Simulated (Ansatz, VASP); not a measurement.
# Cu: VASP beside Ansatz

```
CELL_PARAMETERS angstrom
-1.35263 1.35263 1.43365
1.35263 -1.35263 1.43365
1.35263 1.35263 -1.43365
ATOMIC_POSITIONS crystal
Cu 0.00000 0.00000 0.00000
```

Alike in both runs: task single point; functional LDA; k mesh 24 × 24 × 24; occupations gaussian, width 0.15 eV; no spin polarisation.

|  | VASP | Ansatz |
| --- | --- | --- |
| version | VASP 6.6.1 | Ansatz 0.2.0 |
| potentials or method | VASP PAW LDA potentials, release 64 (Cu), cutoff 520 eV | scalar-relativistic, plane waves, PAW |
| valence electrons in the cell | 11 | 19 |

|  | VASP | Ansatz | Ansatz less VASP |
| --- | --- | --- | --- |
| gap on the k mesh at the Fermi level (eV) | none | none | - |
| pressure (GPa) | 9.3 | 8.3 | -0.95 |
| traceless stress, the component that is largest in VASP (GPa) | 0.77 | 0.75 | -0.020 |

Ansatz warns that its potentials were made for another functional, while VASP's fit it. LDA's correlation is that of Perdew and Zunger in VASP and of Perdew and Wang (1992) in Ansatz. A gap of «none» marks a metal or a gap that the smearing closes. VASP's potentials hold 11 valence electrons a cell and Ansatz's 19, so a difference there can come from the potentials and not from the codes.
